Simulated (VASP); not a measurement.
# SnO2 in VASP: single point with PBE+D3(BJ)

Aim: the single point of SnO2 with PBE+D3(BJ).

Program: VASP 6.6.1. These are calculated values, not measurements. Logs are shortened: lines on timing, memory, paths and dates and some standing lists are left out, and cuts for length are marked.

## 1. The cell of the first run

The cell holds a slab with vacuum, 24 atoms: a = 6.460 Å, b = 6.779 Å, c = 25.618 Å, α = 90.00°, β = 90.00°, γ = 90.00°.

## 2. Single point, PBE+D3(BJ)

INCAR

```
  PREC = Accurate
  ENCUT = 520
  EDIFF = 1E-6
  ISMEAR = 0
  SIGMA = 0.05
  LREAL = Auto
  LASPH = True
  NELM = 60
  ALGO = Normal
  ISIF = 2
  LWAVE = False
  LCHARG = True
  LDIPOL = True
  IDIPOL = 3
  DIPOL = 0.5 0.5 0.431
  GGA = PE
  IVDW = 12
  LELF = True
  LVHAR = True
  LVACPOTAV = True
  NBANDS = 122
```

KPOINTS

```
regular mesh
0
Gamma
  3 2 1
```

POSCAR

```
SnO2
1.0
    6.4600897544      0.0000000000      0.0000000000
    0.0000000000      6.7788694381      0.0000000000
    0.0000000000      0.0000000000     25.6176812915
O Sn
16 8
Direct
    0.0000000000      0.0000000000      0.3122843129
    0.5000000000      0.0000000000      0.3122843129
    0.2500000000      0.3062105638      0.3635642579
    0.7500000000      0.3062105638      0.3635642579
    0.2500000000      0.6937894362      0.3635642579
    0.7500000000      0.6937894362      0.3635642579
    0.0000000000      0.0000000000      0.4148442028
    0.5000000000      0.0000000000      0.4148442028
   -0.0012295968      0.4983968431      0.4439622672
    0.5008786716      0.4978284012      0.4441769824
    0.2497469315      0.8127725842      0.5011648165
    0.7510601246      0.8134935837      0.5021765605
    0.2492675644      0.1866030178      0.5020328806
    0.7507501741      0.1865889852      0.5039418693
    0.0019002706      0.5030389745      0.5482088081
    0.4967035841      0.5049009410      0.5482207627
    0.0000000000      0.5000000000      0.3635642579
    0.5000000000      0.5000000000      0.3635642579
    0.2500000000      0.0000000000      0.3635642579
    0.7500000000      0.0000000000      0.3635642579
    0.0002398384     -0.0001445138      0.4929995349
    0.5003805832      0.0003376424      0.4938019207
    0.2487414851      0.4987024952      0.5002420121
    0.7499128123      0.5003848913      0.5023302335
```

Potentials or basis: VASP PAW PBE potentials, release 64 (O, Sn_d).

The run is started by

```
> cat potpaw_PBE.64/O/POTCAR potpaw_PBE.64/Sn_d/POTCAR > POTCAR
> mpirun -np 1 vasp_std > vasp.out
```

OUTCAR:

```text
PREC = Accurate
   ENCUT = 520
   EDIFF = 1E-6
   ISMEAR = 0
   LREAL = Auto
   LASPH = True
   NELM = 60
   ISIF = 2
   GGA = PE
   IVDW = 12
 IVDW          = 12

 ion  position               nearest neighbor table
   1  0.000  0.000  0.312-  19 2.08  20 2.08
   2  0.500  0.000  0.312-  19 2.08  20 2.08
   3  0.250  0.306  0.364-  19 2.08  18 2.08  17 2.08
   4  0.750  0.306  0.364-  20 2.08  18 2.08  17 2.08
   5  0.250  0.694  0.364-  19 2.08  18 2.08  17 2.08
   6  0.750  0.694  0.364-  20 2.08  18 2.08  17 2.08
   7  0.000  0.000  0.415-  21 2.00  20 2.08  19 2.08
   8  0.500  0.000  0.415-  22 2.02  20 2.08  19 2.08
   9  0.999  0.498  0.444-  17 2.06  23 2.16  24 2.20
  10  0.501  0.498  0.444-  18 2.07  23 2.17  24 2.19
  11  0.250  0.813  0.501-  21 2.06  22 2.07  23 2.13
  12  0.751  0.813  0.502-  21 2.06  22 2.07  24 2.12
  13  0.249  0.187  0.502-  21 2.06  22 2.07  23 2.12
  14  0.751  0.187  0.504-  22 2.07  21 2.07  24 2.13
  15  0.002  0.503  0.548-  24 2.01  23 2.01
  16  0.497  0.505  0.548-  24 2.01  23 2.02
  17  0.000  0.500  0.364-   9 2.06   4 2.08   5 2.08   6 2.08   3 2.08  18 3.23  18 3.23  20 3.75
                            19 3.75  20 3.75  19 3.75
  18  0.500  0.500  0.364-  10 2.07   4 2.08   5 2.08   6 2.08   3 2.08  17 3.23  17 3.23  20 3.75
                            19 3.75  20 3.75  19 3.75
  19  0.250  0.000  0.364-   3 2.08   5 2.08   7 2.08   8 2.08   1 2.08   2 2.08  20 3.23  20 3.23
                            21 3.69  22 3.71  17 3.75  17 3.75  18 3.75  18 3.75
  20  0.750  0.000  0.364-   4 2.08   6 2.08   7 2.08   8 2.08   1 2.08   2 2.08  19 3.23  19 3.23
                            21 3.69  22 3.71  17 3.75  17 3.75  18 3.75  18 3.75
  21  0.000  1.000  0.493-   7 2.00  12 2.06  13 2.06  11 2.06  14 2.07  22 3.23  22 3.23  19 3.69
                            20 3.69  23 3.75
  22  0.500  0.000  0.494-   8 2.02  13 2.07  12 2.07  11 2.07  14 2.07  21 3.23  21 3.23  20 3.71
                            19 3.71  23 3.75
  23  0.249  0.499  0.500-  15 2.01  16 2.02  13 2.12  11 2.13   9 2.16  10 2.17  24 3.22  24 3.24
                            21 3.75  22 3.75
  24  0.750  0.500  0.502-  15 2.01  16 2.01  12 2.12  14 2.13  10 2.19   9 2.20  23 3.22  23 3.24

  LATTYP: Found a simple orthorhombic cell.
 ALAT       =     6.4600897544
 B/A-ratio  =     1.0493460147
 C/A-ratio  =     3.9655302427

  Lattice vectors:

 A1 = (   6.4600897544,   0.0000000000,   0.0000000000)
 A2 = (   0.0000000000,   6.7788694381,   0.0000000000)
 A3 = (   0.0000000000,   0.0000000000,  25.6176812915)

Analysis of symmetry for initial positions (statically):
=====================================================================
 Subroutine PRICEL returns:
 Original cell was already a primitive cell.

 Routine SETGRP: Setting up the symmetry group for a
[... 160 lines left out ...]
   IALGO  =     38    algorithm
   IMIX   =      4    mixing-type and parameters
     AMIX     =   0.40;   BMIX     =  1.00
     AMIX_MAG =   1.60;   BMIX_MAG =  1.00
  volume/ion in A,a.u.               =      46.74       315.44
  Fermi-wavevector in a.u.,A,eV,Ry     =   0.933507  1.764072 11.856587  0.871435
  Thomas-Fermi vector in A             =   2.060215
   LORBIT       =      0    0 simple, 1 ext, 2 COOP (PROOUT), +10 PAW based schemes
   GGA     = PE    functional components
   LHFCALC =     F    Hartree Fock is set to
   AEXX    =    0.0000 exact exchange contribution
   IVDW    =    12    specifies the selected vdW correction
   LEPSILON=     F    determine dielectric tensor
   LRPA    =     F    only Hartree local field effects (RPA)
 non-spin polarized calculation
 Gauss-broadening in eV      SIGMA  =   0.05
  energy-cutoff  :      520.00
  volume of cell :     1121.85
 maximum number of plane-waves:     30208
   NGX = 25   NGY = 25   NGZ = 95

 dipolmoment           0.000000      0.000000     -0.000001 electrons x Angstroem

 number of electron     208.0000024 magnetization

 dipolmoment           0.000000      0.000000      0.053463 electrons x Angstroem

 Free energy of the ion-electron system (eV)
  ---------------------------------------------------
  ext. energy  EPLUGINS =         0.00000000
  ---------------------------------------------------
  free energy    TOTEN  =      -142.69766083 eV

  energy without entropy =     -142.69766083  energy(sigma->0) =     -142.69766083

 E-fermi :  -3.1692     XC(G=0):  -3.4622

 val. band max:       -3.3947836229   @ k =   0.3333   0.0000   0.0000
 cond. band min:      -2.9526675267   @ k =   0.0000   0.0000   0.0000
 fundamental gap:      0.4421160962
 Fermi energy:        -3.1692228321

 k-point     1 :       0.0000    0.0000    0.0000
  band No.  band energies     occupation
      1     -25.4813      2.00000
      2     -25.4429      2.00000
      3     -25.3843      2.00000
      4     -25.3487      2.00000
      5     -25.0265      2.00000
      6     -24.9929      2.00000
[... 465 lines left out ...]
    115       2.9679      0.00000
    116       3.1308      0.00000
 [bands above 116 left out]

------------------------ aborting loop because EDIFF is reached ----------------------------------------

 vacuum level on the upper side and lower side of the slab       (xc-potential included)        -0.079        -0.217

 Edisp (eV)   -3.53163

 E8    (eV) :    -1.4749

  FORCE on cell =-STRESS in cart. coord.  units (eV):
  Direction    XX          YY          ZZ          XY          YZ          ZX
  --------------------------------------------------------------------------------------
  -------------------------------------------------------------------------------------
  Total     -11.13090    11.87448     0.29950     0.02080    -0.07524     0.03295
  in kB     -15.89664    16.95858     0.42773     0.02971    -0.10745     0.04706
  external pressure =        0.50 kB  Pullay stress =        0.00 kB

 VOLUME and BASIS-vectors are now :
 -----------------------------------------------------------------------------
  energy-cutoff  :      520.00
  volume of cell :     1121.85
      direct lattice vectors                 reciprocal lattice vectors
     6.460089754  0.000000000  0.000000000     0.154796611  0.000000000  0.000000000
     0.000000000  6.778869438  0.000000000     0.000000000  0.147517224  0.000000000
     0.000000000  0.000000000 25.617681291     0.000000000  0.000000000  0.039035539

 POSITION                                       TOTAL-FORCE (eV/Angst)
 -----------------------------------------------------------------------------------
      0.00000      0.00000      8.00000         0.005275     -0.004592      1.111572
      3.23004      0.00000      8.00000        -0.004663     -0.004237      1.096554
      1.61502      2.07576      9.31367        -0.006045      1.151043     -0.735781
      4.84507      2.07576      9.31367         0.006653      1.139891     -0.757252
      1.61502      4.70311      9.31367        -0.002289     -1.151734     -0.716411
      4.84507      4.70311      9.31367         0.002599     -1.141343     -0.735368
[... 16 lines left out ...]
      1.60689      3.38064     12.81504         0.147002      0.159992      0.412031
      4.84450      3.39204     12.86854        -0.125304      0.004945      0.219342
 -----------------------------------------------------------------------------------
    total drift:                               -0.014340     -0.005919     -0.035718

  FREE ENERGIE OF THE ION-ELECTRON SYSTEM (eV)
  ---------------------------------------------------
  free  energy   TOTEN  =      -146.2292946647 eV

  energy  without entropy=     -146.2292946647  energy(sigma->0) =     -146.22929466

 vacuum level on the upper side and lower side of the slab         3.674         3.453
```

Run time: 17 min. Hardware: 1 thread of Intel Xeon Platinum 8259CL at 2.50GHz (Skylake/Cascade Lake), shared host; peak memory 1 GiB.

What came out:

```yaml
Free_energy: -146.2293 eV
Largest_force: 3.148 eV/Å
Band_gap_on_the_k_mesh: 0.44 eV
Dispersion_energy_per_atom: -0.147 eV
Ionisation_potential_of_the_upper_face: 7.07 eV
```

Forces in eV/Å, atoms in the order of the input:
```
O    0.005 -0.005  1.112
O   -0.005 -0.004  1.097
O   -0.006  1.151 -0.736
O    0.007  1.140 -0.757
O   -0.002 -1.152 -0.716
O    0.003 -1.141 -0.735
O   -0.042  0.025  0.946
O    0.049  0.023  1.203
O   -0.005 -0.003 -0.003
O   -0.001 -0.001 -0.087
O    0.042  0.146  0.143
O   -0.071  0.077  0.099
O    0.069 -0.090  0.171
O   -0.046 -0.077  0.078
O   -0.053 -0.039 -0.113
O    0.078 -0.072 -0.180
Sn  -0.036 -0.017  2.262
Sn   0.038 -0.020  2.342
Sn   0.037  0.006 -3.139
Sn  -0.036  0.006 -3.148
Sn  -0.023 -0.039 -0.075
Sn  -0.021 -0.078 -0.392
Sn   0.147  0.160  0.412
Sn  -0.125  0.005  0.219
```

Levels at points of the mesh, in eV from the valence-band top:
```csv
k point,band 102,band 103,band 104,band 105,band 106,band 107
"(0.00, 0.00, 0.00)",-0.20,-0.05,-0.01,0.44,1.25,2.09
"(0.00, 0.50, 0.00)",-0.27,-0.22,-0.03,1.09,1.59,2.17
```

Caveat: the k points lie up to 0.46 Å⁻¹ apart; semilocal functionals underestimate gaps, and a narrow one can read as zero; spin-orbit coupling is left out, which moves the levels of the heavy elements.
